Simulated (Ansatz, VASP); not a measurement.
# Si2Mo: VASP beside Ansatz

```xyz
3
Lattice="0.0000 2.6239 2.6239 2.6239 0.0000 2.6239 2.6239 2.6239 0.0000" Properties=species:S:1:pos:R:3 pbc="T T T"
Mo    0.0000    0.0000    0.0000
Si    1.3120    1.3120    1.3120
Si    3.9359    3.9359    3.9359
```

Change from the starting cell: volume scaled by 0.72, LAPW.

Alike in both runs: task single point; functional PBE; k mesh 10 × 10 × 10; occupations fermi-dirac, width 0.05 eV; no spin polarisation.

|  | VASP | Ansatz |
| --- | --- | --- |
| version | VASP 6.6.1 | Ansatz 0.2.0 |
| potentials or method | VASP PAW PBE potentials, release 64 (Mo_sv, Si), cutoff 520 eV | all-electron LAPW, scalar-relativistic |

```tsv
	VASP	Ansatz	Ansatz less VASP
pressure (GPa)	84.7	84.3	-0.43
```

Both programs put the cell under a high pressure, so it lies far from rest at this level. Ansatz ran all-electron here, and VASP with PAW potentials.

Noted on VASP's run: the cell as given lies far from equilibrium.
